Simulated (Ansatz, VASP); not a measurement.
Two plane-wave programs on Si

```
CELL_PARAMETERS angstrom
3.91549 0.00000 0.00000
-1.95775 3.39092 0.00000
0.00000 0.00000 12.87126
ATOMIC_POSITIONS crystal
Si 0.00000 0.00000 0.00055
Si 0.33333 0.66667 0.24967
Si 0.00000 0.00000 0.50055
Si 0.66667 0.33333 0.74967
Si 0.00000 0.00000 0.18695
Si 0.33333 0.66667 0.43783
Si 0.00000 0.00000 0.68695
Si 0.66667 0.33333 0.93783
```

Alike in both runs: task single point; functional r2SCAN; k mesh 6 × 6 × 2; no spin polarisation.

```csv
,VASP,Ansatz
version,VASP 6.6.1,Ansatz 0.2.0
potentials or method,"VASP PAW PBE potentials, release 64 (Si)","plane waves, PAW"
plane-wave cutoff (eV),520,500
occupations,"gaussian, width 0.01 eV",fixed
valence electrons in the cell,32,32
```

|  | VASP | Ansatz | Ansatz less VASP |
| --- | --- | --- | --- |
| gap on the k mesh at the Fermi level (eV) | 0.88 | 0.87 | -0.013 |
| pressure (GPa) | -5.2 | -5.0 | +0.21 |
| traceless stress, the component that is largest in VASP (GPa) | -0.14 | -0.14 | +0.002 |
| rms of the force components (eV/Å) | 0.011 | 0.010 | -0.0003 |

VASP's potentials were made for PBE, not for r2SCAN. Atom by atom the forces differ by 0.000 eV/Å (rms over components).
